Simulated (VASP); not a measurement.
Set up this calculation in VASP 6.6.1, as the native input.

```yaml
Task: single point
Functional: PBEsol
Potentials_or_basis: VASP PAW PBE potentials, release 64 (B, As)
Cutoff: 520 eV
k_mesh: 8 × 6 × 1
Occupations: gaussian, width 0.05 eV
Spin: no spin polarisation
Dipole_correction: yes
Further_INCAR_settings: ALGO = Normal; EDIFF = 1e-07; NBANDS = 41
```

The structure of BAs lies in POSCAR:

```
BAs
1.0
    3.3713973117      0.0000000000      0.0000000000
    0.0000000000      4.7678758024      0.0000000000
    0.0000000000      0.0000000000     25.1141919351
B As
7 7
Direct
    0.5000000000      0.5000000000      0.2986359274
    0.0000000000      0.0000000000      0.3657572849
    0.5000000000      0.5000000000      0.4328786425
    0.0000000000      0.0000000000      0.5000000000
    0.5000000000      0.5000000000      0.5671213575
    0.0000000000      0.0000000000      0.6342427151
    0.5000000000      0.5000000000      0.7013640726
    0.0000000000      0.2500000000      0.2986359274
    0.5000000000      0.7500000000      0.3657572849
    0.0000000000      0.2500000000      0.4328786425
    0.5000000000      0.7500000000      0.5000000000
    0.0000000000      0.2500000000      0.5671213575
    0.5000000000      0.7500000000      0.6342427151
    0.0000000000      0.2500000000      0.7013640726
```

These files were run (other wordings do the same):

INCAR

```
SYSTEM = BAs
  ALGO = Normal
  DIPOL = 0.5 0.5 0.500
  EDIFF = 1E-7
  ENCUT = 520
  GGA = PS
  IDIPOL = 3
  ISIF = 2
  ISMEAR = 0
  LASPH = .True.
  LCHARG = .False.
  LDIPOL = .True.
  LREAL = .False.
  LWAVE = .False.
  NBANDS = 41
  NELM = 80
  PREC = Accurate
  SIGMA = 0.05
```

KPOINTS

```
k-points
0
Gamma
  8 6 1
  0 0 0
```

Potentials or basis: VASP PAW PBE potentials, release 64 (B, As).

The run is started by

```sh
$ cat potpaw_PBE.64/B/POTCAR potpaw_PBE.64/As/POTCAR > POTCAR
$ mpirun -np 1 vasp_std > vasp.out
```

Results of the run:

The largest force is 2.555 eV/Å. The band gap on the k mesh is zero (bands 28 and 29 overlap by 0.23 eV).

Caveat: the PAW data sets were made with another functional, which shifts forces and pressure a little.

Wall time 7.7 min on 1 thread of Intel(R) Xeon(R) 6975P-C (Granite Rapids), on a shared host, peak memory 0.57 GiB.
